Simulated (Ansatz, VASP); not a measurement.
## HfO3: VASP beside Ansatz

```xyz
4
Lattice="3.5972 0.0000 0.0000 -1.7986 3.1152 0.0000 0.0000 0.0000 4.1581" Properties=species:S:1:pos:R:3 pbc="T T T"
Hf    0.0000    0.0000    0.0000
O     0.0000    0.0000    2.0790
O     0.0000    2.0768    0.9671
O     0.0000    2.0768    3.1910
```

Change from the starting cell: species swapped into the InAg3 type (P-6m2, No. 187).

Alike in both runs: functional PBE; k mesh 6 × 6 × 2; occupations gaussian, width 0.1 eV; no spin polarisation.

Ansatz relaxed the structure, and its values are those at the end. VASP's run is a single point on that final structure, the one shown.

|  | VASP | Ansatz |
| --- | --- | --- |
| version | VASP 6.6.1 | Ansatz 0.2.0 |
| potentials or method | VASP PAW PBE potentials, release 64 (Hf_pv, O), cutoff 520 eV | scalar-relativistic, plane waves, PAW |
| valence electrons in the cell | 28 | 44 |

|  | VASP | Ansatz | Ansatz less VASP |
| --- | --- | --- | --- |
| gap on the k mesh at the Fermi level (eV) | none | none | - |
| pressure (GPa) | -2.1 | 0.0 | +2.10 |
| rms of the force components (eV/Å) | 0.018 | 0.000 | -0.0180 |

A gap of «none» marks a metal or a gap that the smearing closes. VASP's potentials hold 28 valence electrons a cell and Ansatz's 44, so a difference there can come from the potentials and not from the codes.

The k mesh is coarse, so the values compare programs but aren't converged. Spin-orbit coupling is off throughout.
